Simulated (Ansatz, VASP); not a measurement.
Two plane-wave programs on AlRu

POSCAR

```
AlRu
1.0
    3.1659126580      0.7914781645      0.7914781645
    0.7914781645      3.1659126580      0.7914781645
    0.7914781645      0.7914781645      3.1659126580
Al Ru
1 1
Direct
    0.0000000000      0.0000000000      0.0000000000
    0.5000000000      0.5000000000      0.5000000000
```

The input INCAR.step1:

```
PREC = Accurate ; ENCUT = 520
ISMEAR = 0 ; SIGMA = 0.15
LREAL = F ; LASPH = T
NELM = 60 ; NBANDS = 16
GGA = PE ; ALGO = Normal
EDIFF = 1E-4 ; LWAVE = T
LCHARG = F
```

File INCAR.step2:

```
PREC = Accurate ; ENCUT = 520
EDIFF = 1E-7 ; ISMEAR = 0
SIGMA = 0.15 ; LREAL = F
LASPH = T ; NELM = 60
ALGO = Normal ; ISIF = 2
LWAVE = F ; LCHARG = F
METAGGA = R2SCAN ; LMIXTAU = T
NBANDS = 16 ; ISTART = 1
```

Contents of KPOINTS:

```
Automatic mesh
0
Gamma
  22 22 22
```

Input for Ansatz:

```yaml
crystal:
  lattice:
    - [3.165912658, 0.7914781645, 0.7914781645]
    - [0.7914781645, 3.165912658, 0.7914781645]
    - [0.7914781645, 0.7914781645, 3.165912658]
  atoms:
    - { symbol: Al, position: [0.0, 0.0, 0.0] }
    - { symbol: Ru, position: [0.5, 0.5, 0.5] }
basis:
  ecutwfc: 500
kpoints:
  mp_grid: { grid: [22, 22, 22] }
hamiltonian:
  xc: r2scan
scf:
  occupations: { method: gaussian, width: 0.15 }
output:
  forces: true
  stress: true
  eigenvalues: true
```

Alike in both runs: task single point; functional r2SCAN; k mesh 22 × 22 × 22; occupations gaussian, width 0.15 eV; no spin polarisation.

|  | VASP | Ansatz |
| --- | --- | --- |
| version | VASP 6.6.1 | Ansatz 0.2.0 |
| potentials or method | VASP PAW PBE potentials, release 64 (Al, Ru_pv), cutoff 520 eV | scalar-relativistic, plane waves, PAW |
| valence electrons in the cell | 17 | 19 |

|  | VASP | Ansatz | Ansatz less VASP |
| --- | --- | --- | --- |
| gap on the k mesh at the Fermi level (eV) | none | none | - |
| pressure (GPa) | 23.6 | 23.3 | -0.30 |

VASP's potentials were made for PBE, not for r2SCAN. A gap of «none» marks a metal or a gap that the smearing closes. The functional is the same, so the differences come from potentials, cutoffs and numerics. VASP's potentials hold 17 valence electrons a cell and Ansatz's 19, so a difference there can come from the potentials and not from the codes.
